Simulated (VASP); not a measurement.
# Ru in VASP: further runs

The runs below take Ru through single point, with PBE+D3(BJ).

Everything below comes from runs of VASP 6.6.1. Logs are shortened: lines on timing, memory, paths and dates and some standing lists are left out, and cuts for length are marked.

### 1 The cell of the first run

The cell holds a slab with vacuum, 16 atoms: a = 5.395 Å, b = 5.395 Å, c = 22.399 Å, α = 90.00°, β = 90.00°, γ = 120.00°.

### 2 Single point, PBE+D3(BJ)

The input, INCAR:

```
PREC = Accurate
ENCUT = 520
EDIFF = 1E-7
ISMEAR = 0
SIGMA = 0.1
LREAL = Auto
LASPH = True
NELM = 80
ALGO = Normal
ISIF = 2
LWAVE = False
LCHARG = True
LDIPOL = True
IDIPOL = 3
DIPOL = 0.5 0.5 0.500
GGA = PE
IVDW = 12
LELF = True
LVHAR = True
LVACPOTAV = True
NBANDS = 126
```

The input, KPOINTS:

```
regular mesh
0
Gamma
  4 4 1
```

The input, POSCAR:

```
Ru
1.0
    5.3951895498      0.0000000000      0.0000000000
   -2.6975947749      4.6723712083      0.0000000000
    0.0000000000      0.0000000000     22.3987269960
Ru
16
Direct
    0.3333333333      0.1666666667      0.3571631549
    0.3333333333      0.6666666667      0.3571631549
    0.8333333333      0.1666666667      0.3571631549
    0.8333333333      0.6666666667      0.3571631549
    0.1666666667      0.3333333333      0.4523877183
    0.1666666667      0.8333333333      0.4523877183
    0.6666666667      0.3333333333      0.4523877183
    0.6666666667      0.8333333333      0.4523877183
    0.3333333333      0.1666666667      0.5482486538
    0.3333333333      0.6666666667      0.5482486538
    0.8333333333      0.1666666667      0.5482486538
    0.8333333333      0.6666666667      0.5482486538
    0.1666666667      0.3333333333      0.6405127238
    0.1666666667      0.8333333333      0.6405127238
    0.6666666667      0.3333333333      0.6405127238
    0.6666666667      0.8333333333      0.6405127238
```

Potentials or basis: VASP PAW PBE potentials, release 64 (Ru_pv).

Command:

```console
$ cat potpaw_PBE.64/Ru_pv/POTCAR > POTCAR
$ mpirun -np 1 vasp_std > vasp.out
```

OUTCAR:

```text
PREC = Accurate
   ENCUT = 520
   EDIFF = 1E-7
   ISMEAR = 0
   LREAL = Auto
   LASPH = True
   NELM = 80
   ISIF = 2
   GGA = PE
   IVDW = 12
 IVDW          = 12

 ion  position               nearest neighbor table
   1  0.333  0.167  0.357-   5 2.64   6 2.64   7 2.64   4 2.70   2 2.70   2 2.70   4 2.70   3 2.70
                             3 2.70
   2  0.333  0.667  0.357-   6 2.64   5 2.64   8 2.64   3 2.70   1 2.70   1 2.70   3 2.70   4 2.70
                             4 2.70
   3  0.833  0.167  0.357-   7 2.64   8 2.64   5 2.64   4 2.70   2 2.70   4 2.70   2 2.70   1 2.70
                             1 2.70
   4  0.833  0.667  0.357-   8 2.64   7 2.64   6 2.64   3 2.70   1 2.70   3 2.70   1 2.70   2 2.70
                             2 2.70
   5  0.167  0.333  0.452-   1 2.64   2 2.64   3 2.64   9 2.65  10 2.65  11 2.65   8 2.70   6 2.70
                             6 2.70   8 2.70   7 2.70   7 2.70
   6  0.167  0.833  0.452-   2 2.64   1 2.64   4 2.64  10 2.65   9 2.65  12 2.65   7 2.70   5 2.70
                             5 2.70   7 2.70   8 2.70   8 2.70
   7  0.667  0.333  0.452-   3 2.64   4 2.64   1 2.64  11 2.65  12 2.65   9 2.65   8 2.70   6 2.70
                             8 2.70   6 2.70   5 2.70   5 2.70
   8  0.667  0.833  0.452-   4 2.64   3 2.64   2 2.64  12 2.65  11 2.65  10 2.65   7 2.70   5 2.70
                             7 2.70   5 2.70   6 2.70   6 2.70
   9  0.333  0.167  0.548-  13 2.59  14 2.59  15 2.59   5 2.65   6 2.65   7 2.65  12 2.70  10 2.70
[... 22 lines left out ...]
 A1 = (   5.3951895498,   0.0000000000,   0.0000000000)
 A2 = (  -2.6975947749,   4.6723712083,   0.0000000000)
 A3 = (   0.0000000000,   0.0000000000,  22.3987269960)

Analysis of symmetry for initial positions (statically):
=====================================================================
 Subroutine PRICEL returns following result:

  LATTYP: Found a hexagonal cell.
 ALAT       =     2.6975947749
 C/A-ratio  =     8.3032215233

  Lattice vectors:

 A1 = (   2.6975947749,   0.0000000000,   0.0000000000)
 A2 = (  -1.3487973875,   2.3361856042,   0.0000000000)
 A3 = (   0.0000000000,   0.0000000000,  22.3987269960)

   4 primitive cells build up your supercell.

 Routine SETGRP: Setting up the symmetry group for a
 hexagonal supercell.

 Subroutine GETGRP returns: Found  6 space group operations
 (whereof  6 operations were pure point group operations)
 out of a pool of 24 trial point group operations.

The static configuration has the point symmetry C_3v.

Analysis of symmetry for dynamics (positions and initial velocities):
=====================================================================
 Subroutine PRICEL returns following result:

[... 116 lines left out ...]
   EFERMI =   0.00;   METHOD = LEGACY
   ISMEAR =     0;   SIGMA  =   0.10  broadening in eV -4-tet -1-fermi 0-gaus
   EFERMI_NEDOS =   21; number of points for ismear=-14 and -15
   IALGO  =     38    algorithm
   IMIX   =      4    mixing-type and parameters
     AMIX     =   0.40;   BMIX     =  1.00
     AMIX_MAG =   1.60;   BMIX_MAG =  1.00
  volume/ion in A,a.u.               =      35.29       238.15
  Fermi-wavevector in a.u.,A,eV,Ry     =   1.202915  2.273180 19.687701  1.447005
  Thomas-Fermi vector in A             =   2.338683
   LORBIT       =      0    0 simple, 1 ext, 2 COOP (PROOUT), +10 PAW based schemes
   GGA     = PE    functional components
   LHFCALC =     F    Hartree Fock is set to
   AEXX    =    0.0000 exact exchange contribution
   IVDW    =    12    specifies the selected vdW correction
   LEPSILON=     F    determine dielectric tensor
   LRPA    =     F    only Hartree local field effects (RPA)
 non-spin polarized calculation
 Gauss-broadening in eV      SIGMA  =   0.10
  energy-cutoff  :      520.00
  volume of cell :      564.63
 maximum number of plane-waves:     15238
   NGX = 21   NGY = 21   NGZ = 83

 dipolmoment           0.000000      0.000000      0.000046 electrons x Angstroem

 number of electron     224.0000026 magnetization

 dipolmoment           0.000000      0.000000     -0.005649 electrons x Angstroem

 Free energy of the ion-electron system (eV)
  ---------------------------------------------------
  ext. energy  EPLUGINS =         0.00000000
  ---------------------------------------------------
  free energy    TOTEN  =      -139.37315263 eV

  energy without entropy =     -139.21752439  energy(sigma->0) =     -139.29533851

 E-fermi :   1.9521     XC(G=0):  -6.3111

 val. band max:        1.9411257086   @ k =   0.5000   0.0000   0.0000
 cond. band min:       1.9809426669   @ k =   0.5000   0.0000   0.0000
 fundamental gap:      0.0398169583
 Fermi energy:         1.9520519483

 k-point     1 :       0.0000    0.0000    0.0000
  band No.  band energies     occupation
      1     -41.7476      2.00000
      2     -41.7476      2.00000
      3     -41.7476      2.00000
      4     -41.7139      2.00000
      5     -41.6627      2.00000
      6     -41.6627      2.00000
[... 497 lines left out ...]
    123       2.7685      0.00000
    124       2.9970      0.00000
 [bands above 124 left out]

------------------------ aborting loop because EDIFF is reached ----------------------------------------

 Edisp (eV)   -7.37935

 E8    (eV) :    -3.4923

  FORCE on cell =-STRESS in cart. coord.  units (eV):
  Direction    XX          YY          ZZ          XY          YZ          ZX
  --------------------------------------------------------------------------------------
  -------------------------------------------------------------------------------------
  Total     -12.08612   -12.08612    -5.28623     0.00000     0.00000    -0.00000
  in kB     -34.29493   -34.29493   -14.99994     0.00000     0.00000    -0.00000
  external pressure =      -27.86 kB  Pullay stress =        0.00 kB

 VOLUME and BASIS-vectors are now :
 -----------------------------------------------------------------------------
  energy-cutoff  :      520.00
  volume of cell :      564.63
      direct lattice vectors                 reciprocal lattice vectors
     5.395189550  0.000000000  0.000000000     0.185350300  0.107012045  0.000000000
    -2.697594775  4.672371208  0.000000000     0.000000000  0.214024091  0.000000000
     0.000000000  0.000000000 22.398726996     0.000000000  0.000000000  0.044645394

 POSITION                                       TOTAL-FORCE (eV/Angst)
 -----------------------------------------------------------------------------------
      1.34880      0.77873      8.00000        -0.000000      0.000000      0.605634
     -0.00000      3.11491      8.00000        -0.000000      0.000000      0.605634
      4.04639      0.77873      8.00000        -0.000000      0.000000      0.605634
      2.69759      3.11491      8.00000        -0.000000      0.000000      0.605634
      0.00000      1.55746     10.13291         0.000000     -0.000000     -0.606188
     -1.34880      3.89364     10.13291         0.000000     -0.000000     -0.606188
[... 8 lines left out ...]
      2.69759      1.55746     14.34667         0.000000     -0.000000      0.020619
      1.34880      3.89364     14.34667        -0.000000     -0.000000      0.020619
 -----------------------------------------------------------------------------------
    total drift:                               -0.000000     -0.000000      0.000139

  FREE ENERGIE OF THE ION-ELECTRON SYSTEM (eV)
  ---------------------------------------------------
  free  energy   TOTEN  =      -146.7525000380 eV

  energy  without entropy=     -146.5968717970  energy(sigma->0) =     -146.67468592

 vacuum level on the upper side and lower side of the slab         6.912         6.953
```

Wall time 26 min (1 thread of Intel Xeon 8259CL, shared host); peak memory 0.64 GiB.

What came out:

```yaml
Free_energy: -146.7525 eV
Largest_force: 0.606 eV/Å
Band_gap_on_the_k_mesh: zero (band 112 reaches 2.94 eV, above the bottom of band 113 at 1.70 eV)
Dispersion_energy_per_atom: -0.461 eV
```

Forces in eV/Å, atoms in the order of the input:
```
Ru   0.000  0.000  0.606
Ru   0.000  0.000  0.606
Ru   0.000  0.000  0.606
Ru   0.000  0.000  0.606
Ru   0.000  0.000 -0.606
Ru   0.000  0.000 -0.606
Ru   0.000  0.000 -0.606
Ru   0.000  0.000 -0.606
Ru   0.000  0.000 -0.020
Ru   0.000  0.000 -0.020
Ru   0.000  0.000 -0.020
Ru   0.000  0.000 -0.020
Ru   0.000  0.000  0.021
Ru   0.000  0.000  0.021
Ru   0.000  0.000  0.021
Ru   0.000  0.000  0.021
```

Levels at points of the mesh, in eV from the Fermi level:
```tsv
k point	band 109	band 110	band 111	band 112	band 113	band 114
(0.00, 0.00, 0.00)	0.17	0.17	0.98	0.98	1.05	1.05
(0.50, 0.00, 0.00)	-0.62	-0.62	-0.59	-0.59	-0.08	-0.08
```

### 3 Single point, PBE+D3(BJ)

This run uses another cell than the first one, of 41.31 Å³/atom, 1.170 times its volume.

The input, INCAR:

```
SYSTEM = Ru
PREC = Accurate
ENCUT = 400
EDIFF = 1E-6
ISMEAR = 0
SIGMA = 0.1
LREAL = .FALSE.
LASPH = .TRUE.
NELM = 120
ALGO = Normal
ISIF = 2
LWAVE = .FALSE.
LCHARG = .FALSE.
LDIPOL = .TRUE.
IDIPOL = 3
DIPOL = 0.5 0.5 0.427
GGA = PE
IVDW = 12
NBANDS = 126
GGA_COMPAT = .FALSE.
NELMDL = -8
```

The input, KPOINTS:

```
regular mesh
0
G
  4 4 1
  0 0 0
```

The input, POSCAR:

```
Ru
1.0
    5.3951895498      0.0000000000      0.0000000000
   -2.6975947749      4.6723712083      0.0000000000
    0.0000000000      0.0000000000     26.2171269960
Ru
16
Direct
    0.3333333333      0.1666666667      0.3051440381
    0.3333333333      0.6666666667      0.3051440381
    0.8333333333      0.1666666667      0.3051440381
    0.8333333333      0.6666666667      0.3051440381
    0.1666666667      0.3333333333      0.3864995962
    0.1666666667      0.8333333333      0.3864995962
    0.6666666667      0.3333333333      0.3864995962
    0.6666666667      0.8333333333      0.3864995962
    0.3343631415      0.1668404534      0.4686477636
    0.3346297138      0.6674927586      0.4684910969
    0.8324834632      0.1660585056      0.4685475374
    0.8328293015      0.6669917453      0.4673829201
    0.1686942472      0.3347085840      0.5486535177
    0.1657279494      0.8321678267      0.5465629451
    0.6665821992      0.3351582144      0.5467415089
    0.6651965359      0.8311419915      0.5469169736
```

Potentials or basis: VASP PAW PBE potentials, release 64 (Ru_pv).

Command:

```console
$ cat potpaw_PBE.64/Ru_pv/POTCAR > POTCAR
$ mpirun -np 1 vasp_std > vasp.out
```

It took 37 min on 1 thread of Intel Xeon Platinum 8175M at 2.50GHz (Skylake/Cascade Lake), shared host; peak memory 0.72 GiB.

Results (log left out):

```
Free energy                : -146.6881 eV
Largest force              : 0.676 eV/Å
Band gap on the k mesh     : zero (band 112 reaches 1.92 eV, above the bottom of band 113 at 0.69 eV)
Dispersion energy per atom : -0.461 eV
```

Forces on the atoms (eV/Å):
```
Ru  -0.015 -0.008  0.606
Ru  -0.009 -0.005  0.591
Ru   0.016  0.003  0.593
Ru   0.010  0.012  0.607
Ru   0.002 -0.007 -0.545
Ru   0.068  0.046 -0.655
Ru   0.004 -0.079 -0.650
Ru  -0.065  0.051 -0.671
Ru  -0.178  0.054 -0.089
Ru  -0.060 -0.180 -0.038
Ru   0.158  0.102 -0.044
Ru   0.040 -0.009  0.286
Ru  -0.025 -0.028 -0.440
Ru  -0.017  0.012  0.172
Ru   0.031 -0.004  0.162
Ru   0.041  0.040  0.115
```

Levels at points of the mesh, in eV from the Fermi level:
| k point | band 111 | band 112 | band 113 | band 114 | band 115 | band 116 | band 117 | band 118 |
| --- | --- | --- | --- | --- | --- | --- | --- | --- |
| (0.00, 0.00, 0.00) | 0.98 | 0.98 | 1.04 | 1.05 | 1.05 | 1.16 | 1.17 | 1.18 |
| (0.50, 0.00, 0.00) | -0.59 | -0.57 | -0.09 | -0.07 | -0.03 | 0.00 | 0.02 | 0.04 |
| (0.00, 0.50, 0.00) | -0.60 | -0.57 | -0.11 | -0.05 | -0.02 | 0.00 | 0.03 | 0.03 |
| (0.50, 0.50, 0.00) | -0.59 | -0.58 | -0.10 | -0.06 | -0.02 | 0.00 | 0.03 | 0.03 |

### 4 Single point, PBE+D3(BJ)

This run uses another cell than the first one, of 39.41 Å³/atom, 1.117 times its volume.

The input, INCAR:

```
  PREC = Accurate
  ENCUT = 400
  EDIFF = 1E-6
  ISMEAR = 0
  SIGMA = 0.1
  LREAL = False
  LASPH = True
  NELM = 120
  ALGO = Normal
  ISIF = 2
  LWAVE = False
  LCHARG = False
  LDIPOL = True
  IDIPOL = 3
  DIPOL = 0.5 0.5 0.447
  GGA = PE
  IVDW = 12
  NBANDS = 126
  GGA_COMPAT = False
  NELMDL = -8
```

The input, KPOINTS:

```
Automatic mesh
0
Gamma
  4 4 1
```

The input, POSCAR:

```
Ru
1.0
    5.3951895485      0.0000000000      0.0000000000
   -2.6975947742      4.6723712072      0.0000000000
    0.0000000000      0.0000000000     25.0125783181
Ru
16
Direct
    0.3333333333      0.1666666667      0.3198390785
    0.3333333333      0.6666666667      0.3198390785
    0.8333333333      0.1666666667      0.3198390785
    0.8333333333      0.6666666667      0.3198390785
    0.1666666667      0.3333333333      0.4051125345
    0.1666666667      0.8333333333      0.4051125345
    0.6666666667      0.3333333333      0.4051125345
    0.6666666667      0.8333333333      0.4051125345
    0.3348379989      0.1685094256      0.4903901744
    0.3354152985      0.6649402338      0.4903501295
    0.8344840242      0.1657978431      0.4910525615
    0.8316453049      0.6652980041      0.4903877613
    0.1604322601      0.3243480268      0.5761544653
    0.1726226111      0.8275617693      0.5715051181
    0.6628369233      0.3371609178      0.5725116001
    0.6758304285      0.8395889795      0.5761499426
```

Command:

```console
$ cat potpaw_PBE.64/Ru_pv/POTCAR > POTCAR
$ mpirun -np 1 vasp_std > vasp.out
```

Run time: 23 min. Hardware: 1 thread of AMD EPYC 9R45 (Zen 5), shared host; peak memory 0.67 GiB.

The run converged. Its results:

* Free energy: -146.6231 eV
* Largest force: 0.722 eV/Å
* Band gap on the k mesh: zero (band 112 reaches 2.18 eV, above the bottom of band 113 at 0.97 eV)
* Dispersion energy per atom: -0.461 eV

Forces on the atoms (eV/Å):
```
Ru  -0.002  0.031  0.651
Ru   0.023 -0.013  0.563
Ru   0.003 -0.001  0.523
Ru  -0.028 -0.014  0.651
Ru  -0.051 -0.011 -0.620
Ru   0.055 -0.029 -0.676
Ru   0.080 -0.044 -0.716
Ru  -0.012  0.055 -0.621
Ru  -0.195 -0.079  0.197
Ru   0.167 -0.106  0.235
Ru   0.037 -0.028  0.140
Ru  -0.029  0.206  0.198
Ru   0.116  0.135 -0.687
Ru  -0.273  0.157  0.521
Ru   0.169 -0.095  0.328
Ru  -0.059 -0.163 -0.686
```

Levels at points of the mesh, in eV from the Fermi level:
| k point | band 110 | band 111 | band 112 | band 113 | band 114 | band 115 | band 116 | band 117 | band 118 | band 119 |
| --- | --- | --- | --- | --- | --- | --- | --- | --- | --- | --- |
| (0.00, 0.00, 0.00) | 0.19 | 0.95 | 0.97 | 1.01 | 1.04 | 1.09 | 1.17 | 1.17 | 1.18 | 1.37 |
| (0.50, 0.00, 0.00) | -0.60 | -0.56 | -0.51 | -0.11 | -0.06 | -0.04 | 0.00 | 0.02 | 0.05 | 0.14 |
| (0.00, 0.50, 0.00) | -0.60 | -0.56 | -0.51 | -0.11 | -0.05 | -0.03 | 0.00 | 0.02 | 0.05 | 0.14 |
| (0.50, 0.50, 0.00) | -0.62 | -0.59 | -0.51 | -0.10 | -0.06 | -0.05 | 0.02 | 0.02 | 0.05 | 0.13 |

### 5 The runs side by side

```csv
cell,cutoff (eV),gap on the mesh (eV),largest force (eV/Å)
"a = 5.395, b = 5.395, c = 22.399 Å, angles 90.0, 90.0, 120.0°, 16 atoms",520,none,0.61
"a = 5.395, b = 5.395, c = 26.217 Å, angles 90.0, 90.0, 120.0°, 16 atoms",400,none,0.68
"a = 5.395, b = 5.395, c = 25.013 Å, angles 90.0, 90.0, 120.0°, 16 atoms",400,none,0.72
```

Alike in all rows: task single point; level PBE+D3(BJ); potentials or basis VASP PAW PBE potentials, release 64 (Ru_pv); no spin polarisation; k mesh 4 × 4 × 1; smearing gaussian 0.1 eV.

Absolute energies hang on the potentials; compare differences alone.
